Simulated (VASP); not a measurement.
Write the native input for VASP 6.6.1 that does the following.

```
Task                   : single point
Functional             : PBE
Potentials or basis    : VASP PAW PBE potentials, release 64 (B, C)
Cutoff                 : 600 eV
k mesh                 : 24 × 24 × 24
Occupations            : gaussian, width 0.1 eV
Spin                   : no spin polarisation
Dipole correction      : no
Further INCAR settings : ALGO = Normal; EDIFF = 1e-06; NBANDS = 10
```

The structure of BC lies in POSCAR:

```
BC
1.0
    2.3415305177      0.0000000000      0.0000000000
    0.0000000000      2.3415305177      0.0000000000
    0.0000000000      0.0000000000      2.3415305177
B C
1 1
Direct
    0.0000000000      0.0000000000      0.0000000000
    0.5000000000      0.5000000000      0.5000000000
```

These files were run (other wordings do the same):

INCAR

```
SYSTEM = BC
PREC = Accurate
ENCUT = 600
EDIFF = 1E-6
ISMEAR = 0
SIGMA = 0.1
LREAL = .False.
LASPH = .True.
NELM = 120
ALGO = Normal
ISIF = 2
LWAVE = .False.
LCHARG = .False.
GGA = PE
NBANDS = 10
GGA_COMPAT = .False.
```

KPOINTS

```
regular mesh
0
Gamma
  24 24 24
  0 0 0
```

Potentials or basis: VASP PAW PBE potentials, release 64 (B, C).

Launch:

```console
$ cat potpaw_PBE.64/B/POTCAR potpaw_PBE.64/C/POTCAR > POTCAR
$ mpirun -np 1 vasp_std > vasp.out
```

Results of the run:

```
Pressure               : -0.1 GPa
Band gap on the k mesh : zero (an odd number of electrons rules out a gap without spin polarisation)
```

It took 21 s on 1 thread of Intel(R) Xeon(R) 6975P-C (Granite Rapids), on a shared host, peak memory 0.18 GiB.
